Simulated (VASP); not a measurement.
A run of VASP 6.6.1 is set up as follows.

Contents of POSCAR:

```
AlN
1.0
    3.1066937614      0.0000000000      0.0000000000
   -1.5533468807      2.6904757192      0.0000000000
    0.0000000000      0.0000000000      5.1279492940
Al N
2 2
Direct
    0.3333333333      0.6666666667     -0.0010130556
    0.6666666667      0.3333333333      0.4989869444
    0.3333333333      0.6666666667      0.3760130556
    0.6666666667      0.3333333333      0.8760130556
```

File INCAR.step1:

```
ALGO = Normal ; EDIFF = 1E-5
ENCUT = 520 ; GGA = PE
GGA_COMPAT = False ; ISIF = 2
ISMEAR = 0 ; LASPH = True
LCHARG = False ; LREAL = False
LWAVE = True ; NBANDS = 16
NELM = 120 ; PREC = Accurate
SIGMA = 0.01
```

The input INCAR.step2:

```
ALGO = Normal ; EDIFF = 1E-6
ENCUT = 520 ; GGA = PE
GGA_COMPAT = False ; HFSCREEN = 0.2079
ISIF = 2 ; ISMEAR = 0
ISTART = 1 ; LASPH = True
LCHARG = False ; LHFCALC = True
LREAL = False ; LWAVE = False
NBANDS = 16 ; NELM = 120
PREC = Accurate ; PRECFOCK = Normal
SIGMA = 0.01
```

File KPOINTS:

```
k-points
0
Gamma
  6 6 4
```

Potentials or basis: VASP PAW PBE potentials, release 64 (Al, N).

Launch:

```console
$ cat potpaw_PBE.64/Al/POTCAR potpaw_PBE.64/N/POTCAR > POTCAR
$ cp INCAR.step1 INCAR
$ mpirun -np 1 vasp_std > vasp.out
$ cp INCAR.step2 INCAR
$ mpirun -np 1 vasp_std > vasp.out
```

Task: Predict the largest force.

Result: 0.005 eV/Å.

Task: Estimate the pressure.

Result: -6.4 GPa.

Stress tensor (GPa, compression positive):
```
 -3.43   0.00   0.00
  0.00  -3.43   0.00
  0.00   0.00 -12.33
```

Caveat: the cell differs from its parent crystal (uniaxial z strain +3.0%); the cell stands under tension; the PAW data sets were made with another functional, which shifts forces and pressure a little.
